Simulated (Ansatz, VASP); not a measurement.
# ZnSe3: VASP beside Ansatz

```
Zn Se
1.0
     7.39515    0.00000    0.00000
    -3.69757    6.40438    0.00000
     0.00000    0.00000    3.58538
Zn Se
2 6
Direct
  0.33333 0.66667 0.25000
  0.66667 0.33333 0.75000
  0.82473 0.64945 0.25000
  0.17527 0.82473 0.75000
  0.35055 0.17527 0.25000
  0.17527 0.35055 0.75000
  0.82473 0.17527 0.25000
  0.64945 0.82473 0.75000
```

Alike in both runs: functional PBE; k mesh 6 × 6 × 8; occupations gaussian, width 0.1 eV; no spin polarisation.

Ansatz relaxed the structure, and its values are those at the end. VASP's run is a single point on that final structure, the one shown.

|  | VASP | Ansatz |
| --- | --- | --- |
| version | VASP 6.6.1 | Ansatz 0.2.0 |
| potentials or method | VASP PAW PBE potentials, release 64 (Zn, Se), cutoff 520 eV | scalar-relativistic, plane waves, PAW |
| valence electrons in the cell | 60 | 120 |

Ansatz gave:

| Item | Value |
| --- | --- |
| gap on the k mesh at the Fermi level (eV) | none |
| pressure (GPa) | 0.0 |
| rms of the force components (eV/Å) | 0.001 |

Which values does VASP return?

gap on the k mesh at the Fermi level (eV): none; pressure (GPa): 0.1; rms of the force components (eV/Å): 0.004.

A gap of «none» marks a metal or a gap that the smearing closes. VASP's potentials hold 60 valence electrons a cell and Ansatz's 120, so a difference there can come from the potentials and not from the codes.
